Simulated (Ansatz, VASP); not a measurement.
Two plane-wave programs on CaZrAs2

```
Ca Zr As
1.0
     1.95184    1.12690    6.73664
    -1.95184    1.12690    6.73664
     0.00000   -2.25379    6.73664
Ca Zr As
1 1 2
Direct
  0.00000 0.00000 0.00000
  0.50000 0.50000 0.50000
  0.24266 0.24266 0.24266
  0.75734 0.75734 0.75734
```

Alike in both runs: functional PBEsol; k mesh 12 × 12 × 12; occupations fermi-dirac, width 0.15 eV; no spin polarisation.

Ansatz relaxed the structure, and its values are those at the end. VASP's run is a single point on that final structure, the one shown.

```csv
,VASP,Ansatz
version,VASP 6.6.1,Ansatz 0.2.0
potentials or method,"VASP PAW PBE potentials, release 64 (Ca_sv, Zr_sv, As), cutoff 520 eV","scalar-relativistic, plane waves, PAW"
valence electrons in the cell,32,52
```

```csv
,VASP,Ansatz,Ansatz less VASP
gap on the k mesh at the Fermi level (eV),none,none,-
pressure (GPa),0.3,0.0,-0.28
```

VASP's potentials were made for PBE, not for PBEsol. A gap of «none» marks a metal or a gap that the smearing closes. With one functional, cell and mesh, what is left measures potentials, basis and numerics. VASP's potentials hold 32 valence electrons a cell and Ansatz's 52, so a difference there can come from the potentials and not from the codes.
